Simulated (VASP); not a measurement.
# KBr (Fm-3m) in VASP: notebook

Runs on KBr. Level: PBE. Tasks: single point.

Program: VASP 6.6.1. These are calculated values, not measurements. Logs are shortened: lines on timing, memory, paths and dates and some standing lists are left out, and cuts for length are marked.

## 1. The cell of the first run

It takes space group Fm-3m (No. 225, cubic). The conventional cell has a = 6.585 Å, b = 6.585 Å, c = 6.585 Å, α = 90.00°, β = 90.00°, γ = 90.00°. Within 4.3 Å of K (site symmetry m-3m) lie 6 Br at 3.29 Å. Within 4.3 Å of Br (site symmetry m-3m) lie 6 K at 3.29 Å.

## 2. Single point, PBE

INCAR

```
ALGO = Normal
EDIFF = 1E-6
ENCUT = 520
GGA = PE
ISIF = 2
ISMEAR = 0
LASPH = T
LCHARG = F
LREAL = F
LWAVE = F
NBANDS = 15
NELM = 80
PREC = Accurate
SIGMA = 0.05
```

KPOINTS

```
k-points
0
Gamma
  6 6 6
```

POSCAR

```
KBr
1.0
    0.0000000000      3.2925000000      3.2925000000
    3.2925000000      0.0000000000      3.2925000000
    3.2925000000      3.2925000000      0.0000000000
K Br
1 1
Direct
    0.0000000000      0.0000000000      0.0000000000
    0.5000000000      0.5000000000      0.5000000000
```

Potentials or basis: VASP PAW PBE potentials, release 64 (K_sv, Br).

Command:

```sh
$ cat potpaw_PBE.64/K_sv/POTCAR potpaw_PBE.64/Br/POTCAR > POTCAR
$ mpirun -np 1 vasp_std > vasp.out
```

OUTCAR:

```text
EDIFF = 1E-6
   ENCUT = 520
   GGA = PE
   ISIF = 2
   ISMEAR = 0
   LASPH = T
   LREAL = F
   NELM = 80
   PREC = Accurate

 ion  position               nearest neighbor table
   1  0.000  0.000  0.000-   2 3.29   2 3.29   2 3.29   2 3.29   2 3.29   2 3.29
   2  0.500  0.500  0.500-   1 3.29   1 3.29   1 3.29   1 3.29   1 3.29   1 3.29

  LATTYP: Found a face centered cubic cell.
 ALAT       =     6.5850000000

  Lattice vectors:

 A1 = (   0.0000000000,   3.2925000000,   3.2925000000)
 A2 = (   3.2925000000,   0.0000000000,   3.2925000000)
 A3 = (   3.2925000000,   3.2925000000,   0.0000000000)

Analysis of symmetry for initial positions (statically):
=====================================================================
 Subroutine PRICEL returns:
 Original cell was already a primitive cell.

 Routine SETGRP: Setting up the symmetry group for a
 face centered cubic supercell.

 Subroutine GETGRP returns: Found 48 space group operations
 (whereof 48 operations were pure point group operations)
 out of a pool of 48 trial point group operations.

The static configuration has the point symmetry O_h .

Analysis of symmetry for dynamics (positions and initial velocities):
=====================================================================
 Subroutine PRICEL returns:
 Original cell was already a primitive cell.

 Routine SETGRP: Setting up the symmetry group for a
 face centered cubic supercell.

 Subroutine GETGRP returns: Found 48 space group operations
 (whereof 48 operations were pure point group operations)
 out of a pool of 48 trial point group operations.

The dynamic configuration has the point symmetry O_h .

 Subroutine INISYM returns: Found 48 space group operations
 (whereof 48 operations are pure point group operations),
 and found     1 'primitive' translations

----------------------------------------------------------------------------------------

                                     Primitive cell

  volume of cell :      71.3851

  direct lattice vectors                    reciprocal lattice vectors
     0.000000000  3.292500000  3.292500000    -0.151860289  0.151860289  0.151860289
     3.292500000  0.000000000  3.292500000     0.151860289 -0.151860289  0.151860289
     3.292500000  3.292500000  0.000000000     0.151860289  0.151860289 -0.151860289

  length of vectors
     4.656298154  4.656298154  4.656298154     0.263029735  0.263029735  0.263029735

  position of ions in fractional coordinates (direct lattice)
     0.000000000  0.000000000  0.000000000
     0.500000000  0.500000000  0.500000000

  ion indices of the primitive-cell ions
   primitive index   ion index
                 1           1
                 2           2

----------------------------------------------------------------------------------------

 KPOINTS: k-points

Automatic generation of k-mesh.
 Grid dimensions read from file:
 generate k-points for:    6    6    6

 Generating k-lattice:

  Cartesian coordinates                     Fractional coordinates (reciprocal lattice)
    -0.025310048  0.025310048  0.025310048     0.166666667  0.000000000  0.000000000
     0.025310048 -0.025310048  0.025310048     0.000000000  0.166666667  0.000000000
     0.025310048  0.025310048 -0.025310048     0.000000000  0.000000000  0.166666667

  Length of vectors
     0.043838289  0.043838289  0.043838289

  Shift w.r.t. Gamma in fractional coordinates (k-lattice)
     0.000000000  0.000000000  0.000000000

 Subroutine IBZKPT returns following result:
 ===========================================

 Found     16 irreducible k-points:

 Following reciprocal coordinates:
            Coordinates               Weight
  0.000000  0.000000  0.000000      1.000000
  0.166667  0.000000  0.000000      8.000000
  0.333333  0.000000  0.000000      8.000000
  0.500000  0.000000  0.000000      4.000000
  0.166667  0.166667  0.000000      6.000000
  0.333333  0.166667  0.000000     24.000000
[... 8 lines left out ...]
 -0.333333  0.333333  0.166667     24.000000
 -0.333333  0.500000  0.166667     12.000000
   k-points           NKPTS =     16   k-points in BZ     NKDIM =     16   number of bands    NBANDS=     15
   number of dos      NEDOS =    301   number of ions     NIONS =      2
   total plane-waves  NPLWV =  46656
   dimension x,y,z NGX =    36 NGY =   36 NGZ =   36
   dimension x,y,z NGXF=    72 NGYF=   72 NGZF=   72
   ions per type =               1   1
   NGX,Y,Z   is equivalent  to a cutoff of  12.85, 12.85, 12.85 a.u.
   NGXF,Y,Z  is equivalent  to a cutoff of  25.71, 25.71, 25.71 a.u.
 SYSTEM =  unknown system
   PREC   = accura    normal or accurate (medium, high low for compatibility)
   ISTART =      0    job   : 0-new  1-cont  2-samecut
   ICHARG =      2    charge: 1-file 2-atom 10-const
   ISPIN  =      1    spin polarized calculation?
   LNONCOLLINEAR =      F non collinear calculations
   LSORBIT =      F    spin-orbit coupling
   LASPH  =      T    aspherical Exc in radial PAW
   ENCUT  =  520.0 eV  38.22 Ry    6.18 a.u.   8.66  8.66  8.66*2*pi/ulx,y,z
   NELM   =     80;   NELMIN=  2; NELMDL= -5     # of ELM steps
   EDIFF  = 0.1E-05   stopping-criterion for ELM
   LREAL  =      F    real-space projection
   EDIFFG = 0.1E-04   stopping-criterion for IOM
   NSW    =      0    number of steps for IOM
   IBRION =     -1    ionic relax: 0-MD 1-quasi-New 2-CG
   NFREE  =      0    steps in history (QN), initial steepest desc. (CG)
   ISIF   =      2    stress and relaxation
   ISYM   =      2    0-nonsym 1-usesym 2-fastsym
   POTIM  = 0.5000    time-step for ionic-motion
   TEBEG  =    0.0;   TEEND  =   0.0 temperature during run
   PSTRESS=    0.0 pullay stress
   NELECT =      16.0000    total number of electrons
   NUPDOWN=      -1.0000    fix difference up-down
   EMIN   =  10.00;   EMAX   =-10.00  energy-range for DOS
   EFERMI =   0.00;   METHOD = LEGACY
   ISMEAR =     0;   SIGMA  =   0.05  broadening in eV -4-tet -1-fermi 0-gaus
   EFERMI_NEDOS =   21; number of points for ismear=-14 and -15
   IALGO  =     38    algorithm
   IMIX   =      4    mixing-type and parameters
     AMIX     =   0.40;   BMIX     =  1.00
     AMIX_MAG =   1.60;   BMIX_MAG =  1.00
  volume/ion in A,a.u.               =      35.69       240.87
  Fermi-wavevector in a.u.,A,eV,Ry     =   0.994441  1.879221 13.454978  0.988913
  Thomas-Fermi vector in A             =   2.126392
   LORBIT       =      0    0 simple, 1 ext, 2 COOP (PROOUT), +10 PAW based schemes
   GGA     = PE    functional components
   LHFCALC =     F    Hartree Fock is set to
   AEXX    =    0.0000 exact exchange contribution
   IVDW    =     0    specifies the selected vdW correction
   LEPSILON=     F    determine dielectric tensor
   LRPA    =     F    only Hartree local field effects (RPA)
 non-spin polarized calculation
 Gauss-broadening in eV      SIGMA  =   0.05
  energy-cutoff  :      520.00
  volume of cell :       71.39
 maximum number of plane-waves:      1948
 NGX is ok and might be reduce to    36
   NGX = 17   NGY = 17   NGZ = 17

 number of electron      15.9999998 magnetization

 Free energy of the ion-electron system (eV)
  ---------------------------------------------------
  ext. energy  EPLUGINS =         0.00000000
  ---------------------------------------------------
  free energy    TOTEN  =        -6.21255185 eV

  energy without entropy =       -6.21255185  energy(sigma->0) =       -6.21255185

 E-fermi :  -1.4437     XC(G=0):  -7.3979

 val. band max:       -1.7134138375   @ k =   0.0000   0.0000   0.0000
 cond. band min:       2.7389393280   @ k =   0.0000   0.0000   0.0000
 fundamental gap:      4.4523531656
 Fermi energy:        -1.4436543441

 k-point     1 :       0.0000    0.0000    0.0000
  band No.  band energies     occupation
      1     -29.4800      2.00000
      2     -14.0140      2.00000
      3     -12.9579      2.00000
      4     -12.9579      2.00000
      5     -12.9579      2.00000
      6      -1.7134      2.00000
      7      -1.7134      2.00000
      8      -1.7134      2.00000
      9       2.7389      0.00000
     10       5.8921      0.00000
     11       5.8921      0.00000
     12       5.8921      0.00000
     13       6.7196      0.00000
     14       6.7196      0.00000
     15       9.9066      0.00000

 k-point     2 :       0.1667    0.0000    0.0000
  band No.  band energies     occupation
      1     -29.4785      2.00000
      2     -14.0658      2.00000
      3     -12.9593      2.00000
      4     -12.9593      2.00000
      5     -12.8882      2.00000
      6      -2.0834      2.00000
      7      -1.8034      2.00000
      8      -1.8034      2.00000
      9       3.3993      0.00000
     10       5.7543      0.00000
     11       6.2188      0.00000
     12       6.2188      0.00000
     13       7.0817      0.00000
     14       7.0817      0.00000
     15      10.7979      0.00000

 k-point     3 :       0.3333    0.0000    0.0000
  band No.  band energies     occupation
      1     -29.4756      2.00000
      2     -14.1545      2.00000
      3     -12.9621      2.00000
      4     -12.9621      2.00000
      5     -12.7629      2.00000
      6      -2.6628      2.00000
      7      -1.9723      2.00000
      8      -1.9723      2.00000
      9       4.5060      0.00000
     10       6.0218      0.00000
     11       7.0930      0.00000
     12       7.0930      0.00000
     13       7.9936      0.00000
     14       7.9936      0.00000
     15       9.8236      0.00000
[... 199 lines left out ...]
 k-point    15 :      -0.3333    0.3333    0.1667
  band No.  band energies     occupation
      1     -29.4729      2.00000
      2     -14.0639      2.00000
      3     -13.0080      2.00000
      4     -12.9945      2.00000
      5     -12.8285      2.00000
      6      -2.5493      2.00000
      7      -2.2470      2.00000
      8      -2.1148      2.00000
      9       5.5055      0.00000
     10       5.8842      0.00000
     11       6.8686      0.00000
     12       7.4726      0.00000
     13       8.6399      0.00000
     14       8.9572      0.00000
     15       9.3587      0.00000

 k-point    16 :      -0.3333    0.5000    0.1667
  band No.  band energies     occupation
      1     -29.4724      2.00000
      2     -13.9898      2.00000
      3     -13.0367      2.00000
      4     -13.0087      2.00000
      5     -12.8918      2.00000
      6      -2.4275      2.00000
      7      -2.1956      2.00000
      8      -2.1660      2.00000
      9       4.8814      0.00000
     10       6.2370      0.00000
     11       6.6005      0.00000
     12       7.5541      0.00000
     13       8.3039      0.00000
     14       9.1023      0.00000
     15       9.6398      0.00000

------------------------ aborting loop because EDIFF is reached ----------------------------------------

  FORCE on cell =-STRESS in cart. coord.  units (eV):
  Direction    XX          YY          ZZ          XY          YZ          ZX
  --------------------------------------------------------------------------------------
  -------------------------------------------------------------------------------------
  Total        0.3895004      0.3895004      0.3895004     -0.0000000     -0.0000000      0.0000000
  in kB        8.7420065      8.7420065      8.7420065     -0.0000000     -0.0000000      0.0000000
  external PRESSURE =       8.7420065 kB  Pullay stress =       0.0000000 kB

 VOLUME and BASIS-vectors are now :
 -----------------------------------------------------------------------------
  energy-cutoff  :      520.00
  volume of cell :       71.39
      direct lattice vectors                 reciprocal lattice vectors
     0.000000000  3.292500000  3.292500000    -0.151860289  0.151860289  0.151860289
     3.292500000  0.000000000  3.292500000     0.151860289 -0.151860289  0.151860289
     3.292500000  3.292500000  0.000000000     0.151860289  0.151860289 -0.151860289

 POSITION                                       TOTAL-FORCE (eV/Angst)
 -----------------------------------------------------------------------------------
      0.00000      0.00000      0.00000         0.000000      0.000000     -0.000000
      3.29250      3.29250      3.29250         0.000000      0.000000      0.000000
 -----------------------------------------------------------------------------------
    total drift:                                0.000000      0.000000      0.000000

  FREE ENERGIE OF THE ION-ELECTRON SYSTEM (eV)
  ---------------------------------------------------
  free  energy   TOTEN  =        -6.2125518539 eV

  energy  without entropy=       -6.2125518539  energy(sigma->0) =       -6.21255185
```

It took 13 s on 1 thread of Intel Xeon 6975P-C (Granite Rapids), shared host; peak memory 0.19 GiB.

Results:

```yaml
Free_energy: -6.2126 eV
Pressure: 0.9 GPa
Band_gap_on_the_k_mesh: 4.45 eV, direct
```

Levels at points of the mesh, in eV from the valence-band top:
```
           k point  band 4  band 5  band 6  band 7  band 8  band 9  band 10  band 11  band 12  band 13
(0.00, 0.00, 0.00)  -11.24  -11.24    0.00    0.00    0.00    4.45     7.61     7.61     7.61     8.43
(0.50, 0.00, 0.00)  -11.25  -10.99   -1.19   -0.34   -0.34    6.61     8.26     9.78     9.78    10.10
(0.50, 0.50, 0.00)  -11.28  -11.28   -0.82   -0.29   -0.29    5.86     7.22     9.38     9.55     9.70
```

(Continued in part 2 of 2.)
